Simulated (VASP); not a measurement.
# ScAl (Pm-3m) in VASP: a series of runs, part 2 of 2

VASP 6.6.1.

### Step 4. Single point, LDA

This run uses another cell than the first one, of 18.14 Å³/atom.

Contents of INCAR:

```
SYSTEM = ScAl
PREC = Accurate
ENCUT = 520
EDIFF = 1E-6
ISMEAR = -1
SIGMA = 0.15
LREAL = .FALSE.
LASPH = .TRUE.
NELM = 100
ALGO = Fast
ISIF = 2
LWAVE = .FALSE.
LCHARG = .FALSE.
NBANDS = 14
```

Contents of KPOINTS:

```
regular mesh
0
G
  12 12 12
  0 0 0
```

Contents of POSCAR:

```
ScAl
1.0
    3.3103785511      0.0000000000      0.0000000000
    0.0000000000      3.3103785511      0.0000000000
    0.0000000000      0.0000000000      3.3103785511
Sc Al
1 1
Direct
    0.5000000000      0.5000000000      0.5000000000
    0.0000000000      0.0000000000      0.0000000000
```

Potentials or basis: VASP PAW LDA potentials, release 64 (Sc_sv, Al).

On the command line:

```
$ cat potpaw_LDA.64/Sc_sv/POTCAR potpaw_LDA.64/Al/POTCAR > POTCAR
$ mpirun -np 1 vasp_std > vasp.out
```

OUTCAR:

```text
SYSTEM = ScAl
   PREC = Accurate
   ENCUT = 520
   EDIFF = 1E-6
   ISMEAR = -1
   LREAL = .FALSE.
   LASPH = .TRUE.
   NELM = 100
   ISIF = 2

 ion  position               nearest neighbor table
   1  0.500  0.500  0.500-   2 2.87   2 2.87   2 2.87   2 2.87   2 2.87   2 2.87   2 2.87   2 2.87

   2  0.000  0.000  0.000-   1 2.87   1 2.87   1 2.87   1 2.87   1 2.87   1 2.87   1 2.87   1 2.87

  LATTYP: Found a simple cubic cell.
 ALAT       =     3.3103785511

  Lattice vectors:

 A1 = (   3.3103785511,   0.0000000000,   0.0000000000)
 A2 = (   0.0000000000,   3.3103785511,   0.0000000000)
 A3 = (   0.0000000000,   0.0000000000,   3.3103785511)

Analysis of symmetry for initial positions (statically):
=====================================================================
 Subroutine PRICEL returns:
 Original cell was already a primitive cell.

 Routine SETGRP: Setting up the symmetry group for a
 simple cubic supercell.

 Subroutine GETGRP returns: Found 48 space group operations
 (whereof 48 operations were pure point group operations)
 out of a pool of 48 trial point group operations.

[... 177 lines left out ...]
      6       5.4946      1.98508
      7       5.4946      1.98508
      8       9.0755      0.00000
      9       9.0755      0.00000
     10       9.0755      0.00000
     11      10.2271      0.00000
     12      10.2271      0.00000
     13      10.2271      0.00000
     14      15.2276      0.00000
[... 377 lines left out ...]
      1     -42.3918      2.00000
      2     -21.5366      2.00000
      3     -21.4917      2.00000
      4     -21.3163      2.00000
      5       0.9069      2.00000
      6       3.5321      2.00000
      7       4.8891      1.99973
      8       6.5398      0.22278
      9       7.6391      0.00016
     10       8.0850      0.00001
     11      10.0843      0.00000
     12      11.4694      0.00000
     13      12.4559      0.00000
     14      13.9838      0.00000

 [... further k-points ...]

------------------------ aborting loop because EDIFF is reached ----------------------------------------

  FORCE on cell =-STRESS in cart. coord.  units (eV):
  Direction    XX          YY          ZZ          XY          YZ          ZX
  --------------------------------------------------------------------------------------
  -------------------------------------------------------------------------------------
  Total        0.0396530      0.0396530      0.0396530      0.0000000      0.0000000     -0.0000000
  in kB        1.7512739      1.7512739      1.7512739      0.0000000      0.0000000     -0.0000000
  external PRESSURE =       1.7512739 kB  Pullay stress =       0.0000000 kB

 VOLUME and BASIS-vectors are now :
 -----------------------------------------------------------------------------
  energy-cutoff  :      520.00
  volume of cell :       36.28
      direct lattice vectors                 reciprocal lattice vectors
     3.310378551  0.000000000  0.000000000     0.302080256  0.000000000  0.000000000
     0.000000000  3.310378551  0.000000000     0.000000000  0.302080256  0.000000000
     0.000000000  0.000000000  3.310378551     0.000000000  0.000000000  0.302080256

 POSITION                                       TOTAL-FORCE (eV/Angst)
 -----------------------------------------------------------------------------------
      1.65519      1.65519      1.65519         0.000000      0.000000      0.000000
      0.00000      0.00000      0.00000         0.000000      0.000000      0.000000
 -----------------------------------------------------------------------------------
    total drift:                                0.000000      0.000000      0.000000

  FREE ENERGIE OF THE ION-ELECTRON SYSTEM (eV)
  ---------------------------------------------------
  free  energy   TOTEN  =       -11.9216598077 eV

  energy  without entropy=      -11.8488668436  energy(sigma->0) =      -11.88526333
```

OSZICAR:

```text
N       E                     dE             d eps       ncg     rms          rms(c)
DAV:   1     0.123519646276E+03    0.12352E+03   -0.66174E+03  2400   0.963E+02
DAV:   2    -0.952010568721E+01   -0.13304E+03   -0.12918E+03  2404   0.327E+02
DAV:   3    -0.129488417078E+02   -0.34287E+01   -0.33498E+01  3708   0.663E+01
DAV:   4    -0.130061981737E+02   -0.57356E-01   -0.57310E-01  2990   0.659E+00
DAV:   5    -0.130073508742E+02   -0.11527E-02   -0.11527E-02  3384   0.803E-01    0.789E+00
RMM:   6    -0.119431979878E+02    0.10642E+01   -0.13409E+00  2548   0.137E+01    0.218E+00
RMM:   7    -0.119372347224E+02    0.59633E-02   -0.71055E-01  3371   0.530E+00    0.914E-01
RMM:   8    -0.119280944147E+02    0.91403E-02   -0.99558E-02  2670   0.444E+00    0.986E-01
RMM:   9    -0.119226335482E+02    0.54609E-02   -0.46175E-02  3047   0.216E+00    0.215E-01
RMM:  10    -0.119216315931E+02    0.10020E-02   -0.64474E-03  3342   0.700E-01    0.102E-01
RMM:  11    -0.119216856520E+02   -0.54059E-04   -0.11630E-03  3629   0.216E-01    0.559E-02
RMM:  12    -0.119217563900E+02   -0.70738E-04   -0.18572E-04  3542   0.106E-01    0.982E-02
RMM:  13    -0.119216562218E+02    0.10017E-03   -0.18944E-04  2844   0.190E-01    0.317E-02
RMM:  14    -0.119216594651E+02   -0.32433E-05   -0.49475E-05  3288   0.631E-02    0.216E-02
RMM:  15    -0.119216598077E+02   -0.34259E-06   -0.35043E-06  2565   0.240E-02
   1 F= -.11921660E+02 E0= -.11885263E+02  d E =-.727930E-01
```

Wall time 41 s (1 thread of Intel Xeon Platinum 8259CL at 2.50GHz (Skylake/Cascade Lake), shared host); peak memory 0.16 GiB.

Results:

```
Free energy            : -11.9217 eV
Pressure               : 0.2 GPa
Band gap on the k mesh : zero (bands 7 and 8 overlap by 1.16 eV)
```

Levels at points of the mesh, in eV from the Fermi level:
```tsv
k point	band 5	band 6	band 7	band 8	band 9	band 10
(0.00, 0.00, 0.00)	-8.59	-0.73	-0.73	2.85	2.85	2.85
(0.50, 0.00, 0.00)	-5.65	-4.60	0.25	0.81	0.81	3.10
(0.50, 0.50, 0.00)	-4.80	-1.75	-1.75	-0.82	1.58	1.58
(0.50, 0.50, 0.50)	-2.64	-2.64	-2.64	-0.25	3.18	3.18
```

### Step 5. Relaxation of cell and atoms, LDA

Contents of INCAR:

```
SYSTEM = ScAl
PREC = Accurate ; ENCUT = 600
EDIFF = 1E-7 ; ISMEAR = -1
SIGMA = 0.15 ; LREAL = .FALSE.
LASPH = .TRUE. ; NELM = 60
ALGO = Normal ; ISIF = 3
LWAVE = .FALSE. ; LCHARG = .FALSE.
IBRION = 2 ; NSW = 80
EDIFFG = -0.001
```

KPOINTS is that of step 4.

Contents of POSCAR:

```
ScAl
1.0
    3.3076961071      0.0000000000      0.0000000000
    0.0000000000      3.3076961071      0.0000000000
    0.0000000000      0.0000000000      3.3076961071
Sc Al
1 1
Direct
    0.5000000000      0.5000000000      0.5000000000
    0.0000000000      0.0000000000      0.0000000000
```

On the command line:

```
$ cat potpaw_LDA.64/Sc_sv/POTCAR potpaw_LDA.64/Al/POTCAR > POTCAR
$ mpirun -np 1 vasp_std > vasp.out
```

Wall time 55 s (1 thread of Intel Xeon Platinum 8259CL at 2.50GHz (Skylake/Cascade Lake), shared host); peak memory 0.18 GiB.

Results (log left out):

```yaml
Free_energy: -11.9218 eV
Relaxed_volume: 18.19 Å³/atom
Relaxed_cell: a = 3.313 Å, b = 3.313 Å, c = 3.313 Å, α = 90.00°, β = 90.00°, γ = 90.00°
Space_group_after_relaxing_to_0.1_Å: Pm-3m (No. 221)
Energy_gained_by_relaxing: 0.1 meV/atom
Ionic_steps: 3
Pressure_after_relaxing: 0.0 GPa
Band_gap_on_the_k_mesh: zero (bands 7 and 8 overlap by 1.15 eV)
```

The path:
| step | energy change (eV) | largest force (eV/Å) | pressure (GPa) | volume (Å³) |
| --- | --- | --- | --- | --- |
| 1 | 0.0000 | 0.0000 | 0.44 | 36.19 |
| 2 | -0.0002 | 0.0000 | -0.18 | 36.45 |
| 3 | -0.0002 | 0.0000 | 0.00 | 36.37 |

Final structure:
```
Sc Al
1.0
     3.31322    0.00000    0.00000
     0.00000    3.31322    0.00000
     0.00000    0.00000    3.31322
Sc Al
1 1
Direct
  0.50000 0.50000 0.50000
  0.00000 0.00000 0.00000
```

Levels at points of the mesh, in eV from the Fermi level:
```csv
k point,band 4,band 5,band 6,band 7,band 8,band 9,band 10,band 11
"(0.00, 0.00, 0.00)",-27.59,-8.58,-0.73,-0.73,2.84,2.84,2.84,3.99
"(0.50, 0.00, 0.00)",-27.57,-5.65,-4.59,0.25,0.81,0.81,3.09,4.04
"(0.50, 0.50, 0.00)",-27.55,-4.79,-1.75,-1.75,-0.82,1.58,1.58,3.91
"(0.50, 0.50, 0.50)",-27.75,-2.64,-2.64,-2.64,-0.26,3.17,3.17,3.17
```

### Step 6. Summary

```csv
task,cell,cutoff (eV),smearing,gap on the mesh (eV),pressure (GPa)
single point,"a = 3.308 Å, 2 atoms",520,gaussian 0.1 eV,none,0.2
single point,"a = 3.310 Å, 2 atoms",520,fermi-dirac 0.15 eV,none,0.2
relaxation of cell and atoms,"relaxed from a = 3.308 Å, 2 atoms",600,fermi-dirac 0.15 eV,none,0.0
```

Alike in all rows: level LDA; potentials or basis VASP PAW LDA potentials, release 64 (Sc_sv, Al); no spin polarisation; k mesh 12 × 12 × 12.

Total energies depend on the potentials used, so only differences within one code and one set of settings carry meaning.
